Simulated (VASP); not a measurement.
# Ta2PbO3 (P-6m2) in VASP: a series of runs

The runs below take Ta2PbO3 through single point, relaxation of cell and atoms, with PBE.

Everything below comes from runs of VASP 6.6.1. Logs are shortened: lines on timing, memory, paths and dates and some standing lists are left out, and cuts for length are marked.

## Step 1: The cell of the first run

It takes space group P-6m2 (No. 187, hexagonal). Conventional cell: a = 4.376 Å, b = 4.376 Å, c = 8.709 Å, α = 90.00°, β = 90.00°, γ = 120.00°. Ta (site symmetry -6m2) has 2 O at 1.84 Å within 2.4 Å. Ta (site symmetry -6m2) has 3 Pb at 2.53 Å within 3.3 Å. Within 3.3 Å of Pb (site symmetry -6m2) lie 2 O at 2.51 Å and 3 Ta at 2.53 Å. O (site symmetry 3m) has 1 Ta at 1.84 Å within 2.4 Å. O (site symmetry -6m2) has 3 Ta at 2.53 Å and 6 O at 3.13 Å within 3.3 Å.

The cell was built from a structure type or drawn by symmetry, and may not be a known phase.

## Step 2: Single point, PBE

INCAR reads:

```
  ALGO = Normal
  EDIFF = 1E-6
  ENCUT = 520
  GGA = PE
  ISIF = 2
  ISMEAR = 0
  LASPH = T
  LCHARG = T
  LELF = T
  LREAL = F
  LVHAR = T
  LWAVE = F
  NBANDS = 36
  NELM = 60
  PREC = Accurate
  SIGMA = 0.2
```

KPOINTS reads:

```
k-points
0
Gamma
  5 5 2
```

POSCAR reads:

```
Ta2PbO3
1.0
    4.3762972795     -0.0000000031      0.0000000000
   -2.1881486370      3.7899846202      0.0000000000
    0.0000000000      0.0000000000      8.7086700234
Ta Pb O
2 1 3
Direct
    0.3333333333      0.6666666667      0.5000000000
    0.6666666667      0.3333333333      0.0000000000
    0.3333333333      0.6666666667      0.0000000000
    0.3333333333      0.6666666667      0.2882899606
    0.3333333333      0.6666666667      0.7117100394
    0.6666666667      0.3333333333      0.5000000000
```

Potentials or basis: VASP PAW PBE potentials, release 64 (Ta_pv, Pb_d, O).

Launch:

```bash
$ cat potpaw_PBE.64/Ta_pv/POTCAR potpaw_PBE.64/Pb_d/POTCAR potpaw_PBE.64/O/POTCAR > POTCAR
$ mpirun -np 1 vasp_std > vasp.out
```

OUTCAR:

```text
EDIFF = 1E-6
   ENCUT = 520
   GGA = PE
   ISIF = 2
   ISMEAR = 0
   LASPH = T
   LREAL = F
   NELM = 60
   PREC = Accurate

 ion  position               nearest neighbor table
   1  0.333  0.667  0.500-   4 1.84   5 1.84   6 2.53   6 2.53   6 2.53
   2  0.667  0.333  0.000-   3 2.53   3 2.53   3 2.53
   3  0.333  0.667  0.000-   4 2.51   5 2.51   2 2.53   2 2.53   2 2.53
   4  0.333  0.667  0.288-   1 1.84   3 2.51
   5  0.333  0.667  0.712-   1 1.84   3 2.51
   6  0.667  0.333  0.500-   1 2.53   1 2.53   1 2.53

  LATTYP: Found a hexagonal cell.
 ALAT       =     4.3762972795
 C/A-ratio  =     1.9899630823

  Lattice vectors:

 A1 = (   4.3762972795,  -0.0000000031,   0.0000000000)
 A2 = (  -2.1881486370,   3.7899846202,   0.0000000000)
 A3 = (   0.0000000000,   0.0000000000,   8.7086700234)

Analysis of symmetry for initial positions (statically):
=====================================================================
 Subroutine PRICEL returns:
 Original cell was already a primitive cell.

 Routine SETGRP: Setting up the symmetry group for a
 hexagonal supercell.

 Subroutine GETGRP returns: Found 12 space group operations
 (whereof 12 operations were pure point group operations)
 out of a pool of 24 trial point group operations.

The static configuration has the point symmetry D_3h.

Analysis of symmetry for dynamics (positions and initial velocities):
=====================================================================
 Subroutine PRICEL returns:
 Original cell was already a primitive cell.

 Routine SETGRP: Setting up the symmetry group for a
 hexagonal supercell.

 Subroutine GETGRP returns: Found 12 space group operations
 (whereof 12 operations were pure point group operations)
 out of a pool of 24 trial point group operations.

The dynamic configuration has the point symmetry D_3h.

 Subroutine INISYM returns: Found 12 space group operations
 (whereof 12 operations are pure point group operations),
 and found     1 'primitive' translations

----------------------------------------------------------------------------------------

                                     Primitive cell

  volume of cell :     144.4429

  direct lattice vectors                    reciprocal lattice vectors
     4.376297280 -0.000000003  0.000000000     0.228503673  0.131926657  0.000000000
    -2.188148637  3.789984620  0.000000000     0.000000000  0.263853314  0.000000000
     0.000000000  0.000000000  8.708670023     0.000000000  0.000000000  0.114828096

  length of vectors
     4.376297280  4.376297280  8.708670023     0.263853314  0.263853314  0.114828096

  position of ions in fractional coordinates (direct lattice)
     0.333333333  0.666666667  0.500000000
     0.666666667  0.333333333  0.000000000
     0.333333333  0.666666667  0.000000000
     0.333333333  0.666666667  0.288289961
     0.333333333  0.666666667  0.711710039
     0.666666667  0.333333333  0.500000000

  ion indices of the primitive-cell ions
   primitive index   ion index
                 1           1
                 2           2
                 3           3
                 4           4
                 5           5
                 6           6

----------------------------------------------------------------------------------------

 KPOINTS: k-points

Automatic generation of k-mesh.
 Grid dimensions read from file:
 generate k-points for:    5    5    2

 Generating k-lattice:

  Cartesian coordinates                     Fractional coordinates (reciprocal lattice)
     0.045700735  0.026385331  0.000000000     0.200000000 -0.000000000  0.000000000
     0.000000000  0.052770663  0.000000000     0.000000000  0.200000000  0.000000000
     0.000000000  0.000000000  0.057414048     0.000000000  0.000000000  0.500000000

  Length of vectors
     0.052770663  0.052770663  0.057414048

  Shift w.r.t. Gamma in fractional coordinates (k-lattice)
     0.000000000  0.000000000  0.000000000

 Subroutine IBZKPT returns following result:
 ===========================================

 Found     10 irreducible k-points:

 Following reciprocal coordinates:
            Coordinates               Weight
  0.000000  0.000000  0.000000      1.000000
  0.200000 -0.000000  0.000000      6.000000
  0.400000 -0.000000  0.000000      6.000000
  0.200000  0.200000  0.000000      6.000000
  0.400000  0.200000  0.000000      6.000000
  0.000000  0.000000  0.500000      1.000000
  0.200000 -0.000000  0.500000      6.000000
  0.400000 -0.000000  0.500000      6.000000
  0.200000  0.200000  0.500000      6.000000
  0.400000  0.200000  0.500000      6.000000
   k-points           NKPTS =     10   k-points in BZ     NKDIM =     10   number of bands    NBANDS=     36
   number of dos      NEDOS =    301   number of ions     NIONS =      6
   total plane-waves  NPLWV =  90720
   dimension x,y,z NGX =    36 NGY =   36 NGZ =   70
   dimension x,y,z NGXF=    72 NGYF=   72 NGZF=  140
   ions per type =               2   1   3
   NGX,Y,Z   is equivalent  to a cutoff of  13.68, 13.68, 13.36 a.u.
   NGXF,Y,Z  is equivalent  to a cutoff of  27.35, 27.35, 26.73 a.u.
 SYSTEM =  unknown system
   PREC   = accura    normal or accurate (medium, high low for compatibility)
   ISTART =      0    job   : 0-new  1-cont  2-samecut
   ICHARG =      2    charge: 1-file 2-atom 10-const
   ISPIN  =      1    spin polarized calculation?
   LNONCOLLINEAR =      F non collinear calculations
   LSORBIT =      F    spin-orbit coupling
   LASPH  =      T    aspherical Exc in radial PAW
   ENCUT  =  520.0 eV  38.22 Ry    6.18 a.u.   8.14  8.14 16.19*2*pi/ulx,y,z
   NELM   =     60;   NELMIN=  2; NELMDL= -5     # of ELM steps
   EDIFF  = 0.1E-05   stopping-criterion for ELM
   LREAL  =      F    real-space projection
   EDIFFG = 0.1E-04   stopping-criterion for IOM
   NSW    =      0    number of steps for IOM
   IBRION =     -1    ionic relax: 0-MD 1-quasi-New 2-CG
   NFREE  =      0    steps in history (QN), initial steepest desc. (CG)
   ISIF   =      2    stress and relaxation
   ISYM   =      2    0-nonsym 1-usesym 2-fastsym
   POTIM  = 0.5000    time-step for ionic-motion
   TEBEG  =    0.0;   TEEND  =   0.0 temperature during run
   PSTRESS=    0.0 pullay stress
   NELECT =      54.0000    total number of electrons
   NUPDOWN=      -1.0000    fix difference up-down
   EMIN   =  10.00;   EMAX   =-10.00  energy-range for DOS
   EFERMI =   0.00;   METHOD = LEGACY
   ISMEAR =     0;   SIGMA  =   0.20  broadening in eV -4-tet -1-fermi 0-gaus
   EFERMI_NEDOS =   21; number of points for ismear=-14 and -15
   IALGO  =     38    algorithm
   IMIX   =      4    mixing-type and parameters
     AMIX     =   0.40;   BMIX     =  1.00
     AMIX_MAG =   1.60;   BMIX_MAG =  1.00
  volume/ion in A,a.u.               =      24.07       162.46
  Fermi-wavevector in a.u.,A,eV,Ry     =   1.179345  2.228638 18.923713  1.390854
  Thomas-Fermi vector in A             =   2.315657
   LORBIT       =      0    0 simple, 1 ext, 2 COOP (PROOUT), +10 PAW based schemes
   GGA     = PE    functional components
   LHFCALC =     F    Hartree Fock is set to
   AEXX    =    0.0000 exact exchange contribution
   IVDW    =     0    specifies the selected vdW correction
   LEPSILON=     F    determine dielectric tensor
   LRPA    =     F    only Hartree local field effects (RPA)
 non-spin polarized calculation
 Gauss-broadening in eV      SIGMA  =   0.20
  energy-cutoff  :      520.00
  volume of cell :      144.44
 maximum number of plane-waves:      3908
 NGX is ok and might be reduce to    36
   NGX = 17   NGY = 17   NGZ = 33

 number of electron      53.9999993 magnetization

 Free energy of the ion-electron system (eV)
  ---------------------------------------------------
  ext. energy  EPLUGINS =         0.00000000
  ---------------------------------------------------
  free energy    TOTEN  =       -40.54477254 eV

  energy without entropy =      -40.44139512  energy(sigma->0) =      -40.49308383

 E-fermi :   1.7669     XC(G=0):  -8.6135

 val. band max:        1.6587714156   @ k =   0.2000   0.2000   0.0000
 cond. band min:       1.8221852387   @ k =   0.4000   0.2000   0.0000
 fundamental gap:      0.1634138231
 Fermi energy:         1.7669050940

 k-point     1 :       0.0000    0.0000    0.0000
  band No.  band energies     occupation
      1     -34.5573      2.00000
      2     -34.5573      2.00000
      3     -34.2583      2.00000
      4     -33.8692      2.00000
      5     -33.4182      2.00000
      6     -33.4182      2.00000
[... 28 lines left out ...]
     35       5.1448      0.00000
     36       6.5210      0.00000

 k-point     2 :       0.2000   -0.0000    0.0000
  band No.  band energies     occupation
      1     -34.5610      2.00000
      2     -34.5581      2.00000
      3     -34.2580      2.00000
      4     -33.8693      2.00000
      5     -33.4228      2.00000
      6     -33.4158      2.00000
[... 28 lines left out ...]
     35       5.3385      0.00000
     36       5.3536      0.00000

 k-point     3 :       0.4000   -0.0000    0.0000
  band No.  band energies     occupation
      1     -34.5668      2.00000
      2     -34.5594      2.00000
      3     -34.2576      2.00000
      4     -33.8695      2.00000
      5     -33.4302      2.00000
      6     -33.4120      2.00000
[... 28 lines left out ...]
     35       4.7081      0.00000
     36       5.1378      0.00000
[... 196 lines left out ...]
 k-point     9 :       0.2000    0.2000    0.5000
  band No.  band energies     occupation
      1     -34.5649      2.00000
      2     -34.5600      2.00000
      3     -34.2577      2.00000
      4     -33.8695      2.00000
      5     -33.4283      2.00000
      6     -33.4132      2.00000
[... 28 lines left out ...]
     35       5.3150      0.00000
     36       5.3838      0.00000

 k-point    10 :       0.4000    0.2000    0.5000
  band No.  band energies     occupation
      1     -34.5669      2.00000
      2     -34.5616      2.00000
      3     -34.2574      2.00000
      4     -33.8696      2.00000
      5     -33.4315      2.00000
      6     -33.4118      2.00000
[... 28 lines left out ...]
     35       5.3597      0.00000
     36       5.3671      0.00000

------------------------ aborting loop because EDIFF is reached ----------------------------------------

  FORCE on cell =-STRESS in cart. coord.  units (eV):
  Direction    XX          YY          ZZ          XY          YZ          ZX
  --------------------------------------------------------------------------------------
  -------------------------------------------------------------------------------------
  Total        0.1817251      0.1817251      1.3904684      0.0000000      0.0000000     -0.0000000
  in kB        2.0157163      2.0157163     15.4232397      0.0000000      0.0000000     -0.0000000
  external PRESSURE =       6.4848908 kB  Pullay stress =       0.0000000 kB

 VOLUME and BASIS-vectors are now :
 -----------------------------------------------------------------------------
  energy-cutoff  :      520.00
  volume of cell :      144.44
      direct lattice vectors                 reciprocal lattice vectors
     4.376297280 -0.000000003  0.000000000     0.228503673  0.131926657  0.000000000
    -2.188148637  3.789984620  0.000000000     0.000000000  0.263853314  0.000000000
     0.000000000  0.000000000  8.708670023     0.000000000  0.000000000  0.114828096

 POSITION                                       TOTAL-FORCE (eV/Angst)
 -----------------------------------------------------------------------------------
      0.00000      2.52666      4.35434         0.000000     -0.000000      0.000000
      2.18815      1.26333      0.00000         0.000000     -0.000000      0.000000
      0.00000      2.52666      0.00000         0.000000     -0.000000      0.000000
      0.00000      2.52666      2.51062        -0.000000      0.000000     -0.261331
      0.00000      2.52666      6.19805        -0.000000     -0.000000      0.261331
      2.18815      1.26333      4.35434         0.000000     -0.000000      0.000000
 -----------------------------------------------------------------------------------
    total drift:                                0.000000     -0.000000      0.000000

  FREE ENERGIE OF THE ION-ELECTRON SYSTEM (eV)
  ---------------------------------------------------
  free  energy   TOTEN  =       -40.5447725398 eV

  energy  without entropy=      -40.4413951197  energy(sigma->0) =      -40.49308383
```

Run time: 84 s. Hardware: 1 thread of Intel Xeon Platinum 8488C (Sapphire Rapids), shared host; peak memory 0.29 GiB.

What came out:

```
Free energy            : -40.5448 eV
Pressure               : 0.6 GPa
Largest force          : 0.261 eV/Å
Band gap on the k mesh : zero (bands 27 and 28 overlap by 0.01 eV)
```

Forces in eV/Å, atoms in the order of the input:
```
Ta   0.000  0.000  0.000
Ta   0.000  0.000  0.000
Pb   0.000  0.000  0.000
O    0.000  0.000 -0.261
O    0.000  0.000  0.261
O    0.000  0.000  0.000
```

Caveat: the k points lie up to 0.36 Å⁻¹ apart; spin-orbit coupling is left out, which moves the levels of the heavy elements.

## Step 3: Relaxation of cell and atoms, PBE

This run uses another cell than the first one, of 17.71 Å³/atom.

INCAR reads:

```
ALGO = Normal
EDIFF = 1E-6
EDIFFG = -0.08
ENCUT = 600
GGA = PE
IBRION = 2
ISIF = 3
ISMEAR = 0
LASPH = T
LCHARG = F
LREAL = F
LWAVE = F
NELM = 60
NSW = 36
PREC = Accurate
SIGMA = 0.2
```

KPOINTS is that of step 2.

POSCAR reads:

```
Ta2PbO3
1.0
    4.0157212100      0.0000000000      0.0000000000
   -2.0078606000      3.4777165800      0.0000000000
    0.0000000000      0.0000000000      7.6105859100
Ta Pb O
2 1 3
Direct
    0.3333333300      0.6666666700      0.5000000000
    0.6666666700      0.3333333300      0.0000000000
    0.3333333300      0.6666666700      0.0000000000
    0.3333333300      0.6666666700      0.2456159200
    0.3333333300      0.6666666700      0.7543840800
    0.6666666700      0.3333333300      0.5000000000
```

Potentials or basis: VASP PAW PBE potentials, release 64 (Ta_pv, Pb_d, O).

Launch:

```bash
$ cat potpaw_PBE.64/Ta_pv/POTCAR potpaw_PBE.64/Pb_d/POTCAR potpaw_PBE.64/O/POTCAR > POTCAR
$ mpirun -np 1 vasp_std > vasp.out
```

Wall time 6 min (1 thread of Intel Xeon Platinum 8488C (Sapphire Rapids), shared host); peak memory 0.27 GiB.

The run converged. Its results:

```
Free energy                           : -40.5177 eV
Relaxed volume                        : 24.19 Å³/atom
Relaxed cell                          : a = 4.379 Å, b = 4.379 Å, c = 8.738 Å, α = 90.00°, β = 90.00°, γ = 120.00°
Space group after relaxing (to 0.1 Å) : P-6m2 (No. 187)
Energy gained by relaxing             : 1052.6 meV/atom
Ionic steps                           : 10
Pressure after relaxing               : 0.0 GPa
Largest force after relaxing          : 0.064 eV/Å
Band gap on the k mesh                : zero (filled and empty bands overlap)
```

Forces in eV/Å, atoms in the order of the input:
```
Ta   0.000  0.000  0.000
Ta   0.000  0.000  0.000
Pb   0.000  0.000  0.000
O    0.000  0.000 -0.064
O    0.000  0.000  0.064
O    0.000  0.000  0.000
```

Stress tensor (GPa, compression positive):
```
-0.05  0.00  0.00
 0.00 -0.05  0.00
 0.00  0.00  0.12
```

The path:
```csv
step,energy change (eV),largest force (eV/Å),pressure (GPa),volume (Å³)
1,0.0000,11.2158,39.73,106.29
2,-4.8470,0.9086,-7.24,188.35
3,-6.3026,0.2138,-0.16,146.27
4,-6.3058,0.1830,0.14,145.39
5,-6.3071,0.1469,0.49,144.40
6,-6.3140,0.0495,-0.27,145.80
7,-6.3140,0.0433,-0.31,145.89
8,-6.3148,0.2106,0.14,145.26
9,-6.3150,0.1588,-0.01,145.46
10,-6.3159,0.0642,0.00,145.14
```

Final structure:
```yaml
crystal:
  lattice:
    - [4.37949, 0.00000, 0.00000]
    - [-2.18974, 3.79275, 0.00000]
    - [0.00000, 0.00000, 8.73768]
  atoms:
    - { symbol: Ta, position: [0.33333, 0.66667, 0.50000] }
    - { symbol: Ta, position: [0.66667, 0.33333, 0.00000] }
    - { symbol: Pb, position: [0.33333, 0.66667, 0.00000] }
    - { symbol: O, position: [0.33333, 0.66667, 0.28834] }
    - { symbol: O, position: [0.33333, 0.66667, 0.71166] }
    - { symbol: O, position: [0.66667, 0.33333, 0.50000] }
```

Levels at points of the mesh, in eV from the Fermi level:
| k point | band 25 | band 26 | band 27 | band 28 | band 29 | band 30 |
| --- | --- | --- | --- | --- | --- | --- |
| (0.00, 0.00, 0.00) | -1.70 | -1.70 | -0.29 | 0.30 | 0.32 | 0.32 |
| (0.00, 0.00, 0.50) | -1.88 | -1.43 | -0.13 | 0.26 | 0.36 | 0.36 |

Caveat: the k points lie up to 0.36 Å⁻¹ apart in the final cell; the volume moved by over 15 % at a fixed basis, so the end points are rough; spin-orbit coupling is left out, which moves the levels of the heavy elements; the relaxation stopped at a loose force limit of 0.08 eV/Å, so its end isn't a converged minimum.
